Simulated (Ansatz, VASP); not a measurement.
## Two plane-wave programs on Si2W

File INCAR:

```
PREC = Accurate
ENCUT = 520
EDIFF = 1E-6
ISMEAR = 0
SIGMA = 0.03
LREAL = F
LASPH = T
NELM = 80
ALGO = Normal
ISIF = 2
LWAVE = F
LCHARG = F
GGA = PE
NBANDS = 43
```

The input KPOINTS:

```
Automatic mesh
0
Gamma
  9 9 6
```

POSCAR

```
Si2W
1.0
    4.7172346901      0.0000000000      0.0000000000
   -2.3586173451      4.0852450772      0.0000000000
    0.0000000000      0.0000000000      6.3602475327
Si W
6 3
Direct
    0.8363432358      0.6726864716      0.5000000000
    0.1636567642      0.8363432358      0.8333333333
    0.6726864716      0.8363432358      0.1666666667
    0.1636567642      0.3273135284      0.5000000000
    0.8363432358      0.1636567642      0.8333333333
    0.3273135284      0.1636567642      0.1666666667
    0.0000000000      0.5000000000      0.1666666667
    0.5000000000      0.5000000000      0.8333333333
    0.5000000000      0.0000000000      0.5000000000
```

Input for Ansatz:

```yaml
crystal:
  lattice:
    - [4.7172346901, 0.0, 0.0]
    - [-2.3586173451, 4.0852450772, 0.0]
    - [0.0, 0.0, 6.3602475327]
  atoms:
    - { symbol: Si, position: [0.8363432358, 0.6726864716, 0.5] }
    - { symbol: Si, position: [0.1636567642, 0.8363432358, 0.8333333333] }
    - { symbol: Si, position: [0.6726864716, 0.8363432358, 0.1666666667] }
    - { symbol: Si, position: [0.1636567642, 0.3273135284, 0.5] }
    - { symbol: Si, position: [0.8363432358, 0.1636567642, 0.8333333333] }
    - { symbol: Si, position: [0.3273135284, 0.1636567642, 0.1666666667] }
    - { symbol: W, position: [0.0, 0.5, 0.1666666667] }
    - { symbol: W, position: [0.5, 0.5, 0.8333333333] }
    - { symbol: W, position: [0.5, 0.0, 0.5] }
basis:
  ecutwfc: 420
kpoints:
  mp_grid: { grid: [9, 9, 6] }
hamiltonian:
  xc: pbe
  pseudopotentials: { kind: paw, azcp: { folder: soft_1 } }
scf:
  occupations: { method: gaussian, width: 0.03 }
output:
  forces: true
  stress: true
  eigenvalues: true
```

Alike in both runs: task single point; functional PBE; k mesh 9 × 9 × 6; occupations gaussian, width 0.03 eV; no spin polarisation.

```csv
,VASP,Ansatz
version,VASP 6.6.1,Ansatz 0.2.0
potentials or method,"VASP PAW PBE potentials, release 64 (Si, W_sv), cutoff 520 eV","scalar-relativistic, plane waves, PAW"
valence electrons in the cell,66,66
```

```tsv
	VASP	Ansatz	Ansatz less VASP
gap on the k mesh at the Fermi level (eV)	0.15	0.16	+0.002
least direct gap on the mesh (eV)	0.47	0.47	0.000
pressure (GPa)	2.1	2.1	-0.02
traceless stress, the component that is largest in VASP (GPa)	12.04	12.05	+0.005
rms of the force components (eV/Å)	0.057	0.055	-0.0022
```

Atom by atom the forces differ by 0.002 eV/Å (rms over components). With one functional, cell and mesh, what is left measures potentials, basis and numerics.

Spin-orbit coupling is off throughout.
